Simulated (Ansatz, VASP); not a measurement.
**AlAs in VASP and in Ansatz**

Contents of INCAR:

```
ALGO     = Normal         # electronic algorithm
EDIFF    = 1E-8           # SCF threshold, eV
ENCUT    = 400            # plane-wave cutoff, eV
GGA      = PS             # functional
GGA_COMPAT= F            
ISIF     = 2              # what is computed and relaxed
ISMEAR   = -1             # smearing method
LASPH    = T              # aspherical terms in the spheres
LCHARG   = F              # write CHGCAR
LEFG     = T            
LREAL    = F              # projectors in reciprocal space
LWAVE    = F              # write WAVECAR
NBANDS   = 11             # bands
NELM     = 120            # most SCF steps
PREC     = Accurate       # precision mode
SIGMA    = 0.05           # smearing width, eV
```

File KPOINTS:

```
k-points
0
Gamma
  10 10 10
```

POSCAR

```
AlAs
1.0
    0.0000000000      2.8304000000      2.8304000000
    2.8304000000      0.0000000000      2.8304000000
    2.8304000000      2.8304000000      0.0000000000
Al As
1 1
Direct
    0.0000000000      0.0000000000      0.0000000000
    0.7500000000      0.7500000000      0.7500000000
```

Input for Ansatz:

```yaml
crystal:
  lattice:
    - [0.0, 2.8304, 2.8304]
    - [2.8304, 0.0, 2.8304]
    - [2.8304, 2.8304, 0.0]
  atoms:
    - { symbol: Al, position: [0.0, 0.0, 0.0] }
    - { symbol: As, position: [0.75, 0.75, 0.75] }
kpoints:
  mp_grid: { grid: [10, 10, 10] }
  band_path:
    path:
      - [0.0, 0.0, 0.0]
      - [-0.5, -0.5, 0.0]
      - [-0.375, -0.375, 0.25]
      - [-0.375, 0.0, 0.375]
      - [0.0, 0.0, 0.0]
      - [0.0, 0.0, 0.5]
      - [-0.5, -0.25, 0.25]
      - [-0.5, -0.5, 0.0]
    npoints: 8
scf:
  occupations: { method: fermi_dirac, width: 0.05 }
hamiltonian:
  xc: pbesol
  pseudopotentials: { kind: all_electron, datasets: crystal }
output:
  forces: true
  stress: true
  eigenvalues: true
  efg: { contact_densities: true }
```

Alike in both runs: task electric field gradients; functional PBEsol; k mesh 10 × 10 × 10; occupations fermi-dirac, width 0.05 eV; no spin polarisation.

```csv
,VASP,Ansatz
version,VASP 6.6.1,Ansatz 0.2.0
potentials or method,"VASP PAW PBE potentials, release 64 (Al, As), cutoff 400 eV","all-electron PAW with datasets made for the crystal, scalar-relativistic"
```

|  | VASP | Ansatz | Ansatz less VASP |
| --- | --- | --- | --- |
| pressure (GPa) | 0.8 | 0.5 | -0.29 |

VASP's potentials were made for PBE, not for PBEsol. Ansatz ran all-electron here, and VASP with PAW potentials.
